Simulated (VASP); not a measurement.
BeP2Pb2, 10 atoms in the cell. The structure is hexagonal, space group P6_3/mmc (No. 194). The conventional cell has a = 3.940 Å, b = 3.940 Å, c = 16.828 Å, α = 90.00°, β = 90.00°, γ = 120.00°. Within 3.6 Å of Be (site symmetry -3m) lie 6 Pb at 2.76 Å. Within 2.7 Å of P (site symmetry 3m) lie 1 P at 2.07 Å. Within 3.6 Å of Pb (site symmetry 3m) lie 3 Be at 2.76 Å and 3 P at 2.79 Å. 

```yaml
Program: VASP 6.6.1
Task: single point
Functional: PBEsol
Potentials_or_basis: VASP PAW PBE potentials, release 64 (Be, P, Pb_d)
Cutoff: 520 eV
k_mesh: 6 × 6 × 2
Occupations: fermi-dirac, width 0.03 eV
Spin: no spin polarisation
Dipole_correction: no
Further_INCAR_settings: ALGO = Normal; EDIFF = 1e-06; NBANDS = 51
```

Potentials or basis: VASP PAW PBE potentials, release 64 (Be, P, Pb_d).

Command:

```console
$ cat potpaw_PBE.64/Be/POTCAR potpaw_PBE.64/P/POTCAR potpaw_PBE.64/Pb_d/POTCAR > POTCAR
$ mpirun -np 1 vasp_std > vasp.out
```

Hardware: 1 thread of Intel(R) Xeon(R) Platinum 8259CL CPU @ 2.50GHz (Skylake/Cascade Lake), with other jobs on the host.

**Question.** How long does it take, and how much memory?

**Answer.** Wall time 3.5 min on 1 thread of Intel(R) Xeon(R) Platinum 8259CL CPU @ 2.50GHz (Skylake/Cascade Lake), with other jobs on the host, peak memory 0.4 GiB. Counts: scf iterations 14, k points 14.
